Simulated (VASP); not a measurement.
# Na (Pm-3m) in VASP: further runs

The runs below take Na through single point, with revPBE.

All numbers are computed with VASP 6.6.1; they aren't measurements. Logs are shortened: lines on timing, memory, paths and dates and some standing lists are left out, and cuts for length are marked.

## Step 1: The cell of the first run

Symmetry: Pm-3m, No. 221, cubic system. The conventional cell has a = 3.576 Å, b = 3.576 Å, c = 3.576 Å, α = 90.00°, β = 90.00°, γ = 90.00°. Na (site symmetry m-3m) has 6 Na at 3.58 Å within 4.7 Å.

## Step 2: Single point, revPBE (volume scaled by 1.08)

File INCAR:

```
SYSTEM = Na
PREC = Accurate
ENCUT = 500
EDIFF = 1E-6
ISMEAR = -1
SIGMA = 0.1
LREAL = .False.
LASPH = .True.
NELM = 120
ALGO = Normal
ISIF = 2
LWAVE = .False.
LCHARG = .False.
GGA = RE
NBANDS = 10
GGA_COMPAT = .False.
```

File KPOINTS:

```
regular mesh
0
Gamma
  10 10 10
  0 0 0
```

File POSCAR:

```
Na
1.0
    3.5762105819      0.0000000000      0.0000000000
    0.0000000000      3.5762105819      0.0000000000
    0.0000000000      0.0000000000      3.5762105819
Na
1
Direct
    0.0000000000      0.0000000000      0.0000000000
```

Potentials or basis: VASP PAW PBE potentials, release 64 (Na_pv).

Run with:

```sh
cat potpaw_PBE.64/Na_pv/POTCAR > POTCAR
mpirun -np 1 vasp_std > vasp.out
```

OUTCAR:

```text
SYSTEM = Na
   PREC = Accurate
   ENCUT = 500
   EDIFF = 1E-6
   ISMEAR = -1
   LREAL = .False.
   LASPH = .True.
   NELM = 120
   ISIF = 2
   GGA = RE

 ion  position               nearest neighbor table
   1  0.000  0.000  0.000-

  LATTYP: Found a simple cubic cell.
 ALAT       =     3.5762105819

  Lattice vectors:

 A1 = (   3.5762105819,   0.0000000000,   0.0000000000)
 A2 = (   0.0000000000,   3.5762105819,   0.0000000000)
 A3 = (   0.0000000000,   0.0000000000,   3.5762105819)

Analysis of symmetry for initial positions (statically):
=====================================================================
 Subroutine PRICEL returns:
 Original cell was already a primitive cell.

 Routine SETGRP: Setting up the symmetry group for a
 simple cubic supercell.

 Subroutine GETGRP returns: Found 48 space group operations
 (whereof 48 operations were pure point group operations)
 out of a pool of 48 trial point group operations.

The static configuration has the point symmetry O_h .

Analysis of symmetry for dynamics (positions and initial velocities):
=====================================================================
 Subroutine PRICEL returns:
 Original cell was already a primitive cell.

 Routine SETGRP: Setting up the symmetry group for a
 simple cubic supercell.

 Subroutine GETGRP returns: Found 48 space group operations
 (whereof 48 operations were pure point group operations)
 out of a pool of 48 trial point group operations.

The dynamic configuration has the point symmetry O_h .

 Subroutine INISYM returns: Found 48 space group operations
 (whereof 48 operations are pure point group operations),
 and found     1 'primitive' translations

----------------------------------------------------------------------------------------

                                     Primitive cell

  volume of cell :      45.7372

  direct lattice vectors                    reciprocal lattice vectors
     3.576210582  0.000000000  0.000000000     0.279625592  0.000000000  0.000000000
     0.000000000  3.576210582  0.000000000     0.000000000  0.279625592  0.000000000
     0.000000000  0.000000000  3.576210582     0.000000000  0.000000000  0.279625592

  length of vectors
     3.576210582  3.576210582  3.576210582     0.279625592  0.279625592  0.279625592

  position of ions in fractional coordinates (direct lattice)
     0.000000000  0.000000000  0.000000000

  ion indices of the primitive-cell ions
   primitive index   ion index
                 1           1

----------------------------------------------------------------------------------------

 KPOINTS: regular mesh

Automatic generation of k-mesh.
 Grid dimensions read from file:
 generate k-points for:   10   10   10

 Generating k-lattice:

  Cartesian coordinates                     Fractional coordinates (reciprocal lattice)
     0.027962559  0.000000000  0.000000000     0.100000000  0.000000000  0.000000000
     0.000000000  0.027962559  0.000000000     0.000000000  0.100000000  0.000000000
     0.000000000  0.000000000  0.027962559     0.000000000  0.000000000  0.100000000

  Length of vectors
     0.027962559  0.027962559  0.027962559

  Shift w.r.t. Gamma in fractional coordinates (k-lattice)
     0.000000000  0.000000000  0.000000000

 Subroutine IBZKPT returns following result:
 ===========================================

 Found     56 irreducible k-points:

 Following reciprocal coordinates:
            Coordinates               Weight
  0.000000  0.000000  0.000000      1.000000
  0.100000  0.000000  0.000000      6.000000
  0.200000  0.000000  0.000000      6.000000
  0.300000  0.000000  0.000000      6.000000
  0.400000  0.000000  0.000000      6.000000
  0.500000  0.000000  0.000000      3.000000
[... 16 lines left out ...]
  0.200000  0.100000  0.100000     24.000000
  0.300000  0.100000  0.100000     24.000000
 [... further k-points ...]
   k-points           NKPTS =     56   k-points in BZ     NKDIM =     56   number of bands    NBANDS=     10
   number of dos      NEDOS =    301   number of ions     NIONS =      1
   total plane-waves  NPLWV =  21952
   dimension x,y,z NGX =    28 NGY =   28 NGZ =   28
   dimension x,y,z NGXF=    56 NGYF=   56 NGZF=   56
   ions per type =               1
   NGX,Y,Z   is equivalent  to a cutoff of  13.02, 13.02, 13.02 a.u.
   NGXF,Y,Z  is equivalent  to a cutoff of  26.03, 26.03, 26.03 a.u.
 SYSTEM =  Na
   PREC   = accura    normal or accurate (medium, high low for compatibility)
   ISTART =      0    job   : 0-new  1-cont  2-samecut
   ICHARG =      2    charge: 1-file 2-atom 10-const
   ISPIN  =      1    spin polarized calculation?
   LNONCOLLINEAR =      F non collinear calculations
   LSORBIT =      F    spin-orbit coupling
   LASPH  =      T    aspherical Exc in radial PAW
   ENCUT  =  500.0 eV  36.75 Ry    6.06 a.u.   6.52  6.52  6.52*2*pi/ulx,y,z
   NELM   =    120;   NELMIN=  2; NELMDL= -5     # of ELM steps
   EDIFF  = 0.1E-05   stopping-criterion for ELM
   LREAL  =      F    real-space projection
   EDIFFG = 0.1E-04   stopping-criterion for IOM
   NSW    =      0    number of steps for IOM
   IBRION =     -1    ionic relax: 0-MD 1-quasi-New 2-CG
   NFREE  =      0    steps in history (QN), initial steepest desc. (CG)
   ISIF   =      2    stress and relaxation
   ISYM   =      2    0-nonsym 1-usesym 2-fastsym
   POTIM  = 0.5000    time-step for ionic-motion
   TEBEG  =    0.0;   TEEND  =   0.0 temperature during run
   PSTRESS=    0.0 pullay stress
   NELECT =       7.0000    total number of electrons
   NUPDOWN=      -1.0000    fix difference up-down
   EMIN   =  10.00;   EMAX   =-10.00  energy-range for DOS
   EFERMI =   0.00;   METHOD = LEGACY
   ISMEAR =    -1;   SIGMA  =   0.10  broadening in eV -4-tet -1-fermi 0-gaus
   EFERMI_NEDOS =   21; number of points for ismear=-14 and -15
   IALGO  =     38    algorithm
   IMIX   =      4    mixing-type and parameters
     AMIX     =   0.40;   BMIX     =  1.00
     AMIX_MAG =   1.60;   BMIX_MAG =  1.00
  volume/ion in A,a.u.               =      45.74       308.65
  Fermi-wavevector in a.u.,A,eV,Ry     =   0.875691  1.654817 10.433430  0.766835
  Thomas-Fermi vector in A             =   1.995398
   LORBIT       =      0    0 simple, 1 ext, 2 COOP (PROOUT), +10 PAW based schemes
   GGA     = RE    functional components
   LHFCALC =     F    Hartree Fock is set to
   AEXX    =    0.0000 exact exchange contribution
   IVDW    =     0    specifies the selected vdW correction
   LEPSILON=     F    determine dielectric tensor
   LRPA    =     F    only Hartree local field effects (RPA)
 non-spin polarized calculation
  energy-cutoff  :      500.00
  volume of cell :       45.74
 maximum number of plane-waves:      1189
 NGX is ok and might be reduce to    28
   NGX = 13   NGY = 13   NGZ = 13

 number of electron       7.0000003 magnetization

 Free energy of the ion-electron system (eV)
  ---------------------------------------------------
  ext. energy  EPLUGINS =         0.00000000
  ---------------------------------------------------
  free energy    TOTEN  =        -1.09113933 eV

  energy without entropy =       -1.07372619  energy(sigma->0) =       -1.08243276

 E-fermi :  -0.0615     XC(G=0):  -5.8623

 val. band max:       -0.1269361951   @ k =   0.4000   0.2000   0.2000
 cond. band min:      -0.0391563117   @ k =   0.5000   0.0000   0.0000
 fundamental gap:      0.0877798834
 Fermi energy:        -0.0615092407

 k-point     1 :       0.0000    0.0000    0.0000
  band No.  band energies     occupation
      1     -25.3352      2.00000
      2     -25.3352      2.00000
      3     -25.3352      2.00000
      4      -2.9675      2.00000
      5       7.5319      0.00000
      6       7.5319      0.00000
      7       8.5397      0.00000
      8       8.5397      0.00000
      9       8.5397      0.00000
     10      11.0046      0.00000

 k-point     2 :       0.1000    0.0000    0.0000
  band No.  band energies     occupation
      1     -25.3379      2.00000
      2     -25.3350      2.00000
      3     -25.3350      2.00000
      4      -2.8467      2.00000
      5       6.1468      0.00000
      6       7.6433      0.00000
      7       8.6411      0.00000
      8       8.6411      0.00000
      9       9.4221      0.00000
     10      11.8073      0.00000

 k-point     3 :       0.2000    0.0000    0.0000
  band No.  band energies     occupation
      1     -25.3449      2.00000
      2     -25.3344      2.00000
      3     -25.3344      2.00000
      4      -2.4858      2.00000
      5       4.3724      0.00000
      6       7.9743      0.00000
      7       8.9455      0.00000
      8       8.9455      0.00000
      9      10.0841      0.00000
     10      13.7865      0.00000

 k-point     4 :       0.3000    0.0000    0.0000
  band No.  band energies     occupation
      1     -25.3537      2.00000
      2     -25.3336      2.00000
      3     -25.3336      2.00000
      4      -1.8887      2.00000
      5       2.7227      0.00000
      6       8.5103      0.00000
      7       9.4526      0.00000
      8       9.4526      0.00000
      9      10.7164      0.00000
     10      13.5896      0.00000

 k-point     5 :       0.4000    0.0000    0.0000
  band No.  band energies     occupation
      1     -25.3608      2.00000
      2     -25.3330      2.00000
      3     -25.3330      2.00000
      4      -1.0613      1.99991
      5       1.2552      0.00000
      6       9.1886      0.00000
      7      10.1577      0.00000
      8      10.1577      0.00000
      9      11.3935      0.00000
     10      12.2046      0.00000

 k-point     6 :       0.5000    0.0000    0.0000
  band No.  band energies     occupation
      1     -25.3635      2.00000
      2     -25.3328      2.00000
      3     -25.3328      2.00000
      4      -0.0392      0.88870
      5       0.0187      0.61927
      6       9.6381      0.00000
      7      10.8759      0.00000
      8      10.8759      0.00000
      9      11.3451      0.00000
     10      11.3451      0.00000
[... 183 lines left out ...]
 k-point    21 :       0.5000    0.5000    0.0000
  band No.  band energies     occupation
      1     -25.3602      2.00000
      2     -25.3602      2.00000
      3     -25.3306      2.00000
      4       2.5969      0.00000
      5       2.5969      0.00000
      6       2.9135      0.00000
      7       3.4033      0.00000
      8      13.0206      0.00000
      9      13.0206      0.00000
     10      14.2476      0.00000

 k-point    22 :       0.1000    0.1000    0.1000
  band No.  band energies     occupation
      1     -25.3376      2.00000
      2     -25.3373      2.00000
      3     -25.3373      2.00000
      4      -2.6058      2.00000
      5       6.1226      0.00000
      6       6.1226      0.00000
      7       7.4569      0.00000
      8      10.5976      0.00000
      9      10.5976      0.00000
     10      12.5996      0.00000

 k-point    23 :       0.2000    0.1000    0.1000
  band No.  band energies     occupation
      1     -25.3444      2.00000
      2     -25.3369      2.00000
      3     -25.3367      2.00000
      4      -2.2462      2.00000
      5       4.5648      0.00000
      6       6.4486      0.00000
      7       7.5137      0.00000
      8      10.8670      0.00000
      9      11.7553      0.00000
     10      13.2675      0.00000

 k-point    24 :       0.3000    0.1000    0.1000
  band No.  band energies     occupation
      1     -25.3532      2.00000
      2     -25.3361      2.00000
      3     -25.3360      2.00000
      4      -1.6511      2.00000
      5       2.9424      0.00000
      6       6.9892      0.00000
      7       8.0098      0.00000
      8      10.9845      0.00000
      9      12.0416      0.00000
     10      12.0663      0.00000

 [... further k-points ...]

------------------------ aborting loop because EDIFF is reached ----------------------------------------

  FORCE on cell =-STRESS in cart. coord.  units (eV):
  Direction    XX          YY          ZZ          XY          YZ          ZX
  --------------------------------------------------------------------------------------
  -------------------------------------------------------------------------------------
  Total       -0.1127995     -0.1127995     -0.1127995     -0.0000000     -0.0000000      0.0000000
  in kB       -3.9513765     -3.9513765     -3.9513765     -0.0000000     -0.0000000      0.0000000
  external PRESSURE =      -3.9513765 kB  Pullay stress =       0.0000000 kB

 VOLUME and BASIS-vectors are now :
 -----------------------------------------------------------------------------
  energy-cutoff  :      500.00
  volume of cell :       45.74
      direct lattice vectors                 reciprocal lattice vectors
     3.576210582  0.000000000  0.000000000     0.279625592  0.000000000  0.000000000
     0.000000000  3.576210582  0.000000000     0.000000000  0.279625592  0.000000000
     0.000000000  0.000000000  3.576210582     0.000000000  0.000000000  0.279625592

 POSITION                                       TOTAL-FORCE (eV/Angst)
 -----------------------------------------------------------------------------------
      0.00000      0.00000      0.00000         0.000000      0.000000      0.000000
 -----------------------------------------------------------------------------------
    total drift:                               -0.000000     -0.000000     -0.000000

  FREE ENERGIE OF THE ION-ELECTRON SYSTEM (eV)
  ---------------------------------------------------
  free  energy   TOTEN  =        -1.0911393289 eV

  energy  without entropy=       -1.0737261859  energy(sigma->0) =       -1.08243276
```

Wall time 6.9 s (1 thread of AMD EPYC 9R45 (Zen 5), shared host); peak memory 0.13 GiB.

Results:

| Property | Result |
| --- | --- |
| Free energy | -1.0911 eV |
| Pressure | -0.4 GPa |

Levels at points of the mesh, in eV from the Fermi level:
| k point | band 1 | band 2 | band 3 | band 4 | band 5 | band 6 | band 7 |
| --- | --- | --- | --- | --- | --- | --- | --- |
| (0.00, 0.00, 0.00) | -25.27 | -25.27 | -25.27 | -2.91 | 7.59 | 7.59 | 8.60 |
| (0.50, 0.00, 0.00) | -25.30 | -25.27 | -25.27 | 0.02 | 0.08 | 9.70 | 10.94 |
| (0.50, 0.50, 0.00) | -25.30 | -25.30 | -25.27 | 2.66 | 2.66 | 2.98 | 3.46 |
| (0.50, 0.50, 0.50) | -25.30 | -25.30 | -25.30 | 5.33 | 5.33 | 5.33 | 5.40 |

Caveat: the PAW data sets were made with another functional, which shifts forces and pressure a little.

[end of part 1 of 2]
